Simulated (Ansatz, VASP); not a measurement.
# ZrSe2 in VASP and in Ansatz

```xyz
3
Lattice="3.7980 0.0000 0.0000 -1.8990 3.2892 0.0000 0.0000 0.0000 6.1920" Properties=species:S:1:pos:R:3 pbc="T T T"
Zr    0.0000    0.0000    0.0000
Se    0.0000    2.1928    1.5480
Se    1.8990    1.0964    4.6440
```

Alike in both runs: task relaxation of cell and atoms; functional RPBE; k mesh 6 × 6 × 3; no spin polarisation.

|  | VASP | Ansatz |
| --- | --- | --- |
| version | VASP 6.6.1 | Ansatz 0.2.0 |
| potentials or method | VASP PAW PBE potentials, release 64 (Zr_sv, Se), cutoff 500 eV | plane waves, PAW |
| occupations | gaussian, width 0.01 eV | fixed |
| valence electrons in the cell | 24 | 44 |

```csv
,VASP,Ansatz,Ansatz less VASP
relaxed volume (Å³/atom),32.79,34.94,+2.151
relaxed cell length with the largest relative difference (Å),7.682,8.185,+0.5034
```

VASP's potentials were made for PBE, not for RPBE. One of these differences is far larger than is usual between the two programs; its cause wasn't traced. VASP's potentials hold 24 valence electrons a cell and Ansatz's 44, so a difference there can come from the potentials and not from the codes.

Noted on VASP's run: the volume moved by over 15 % at a fixed basis, so the end points are rough.
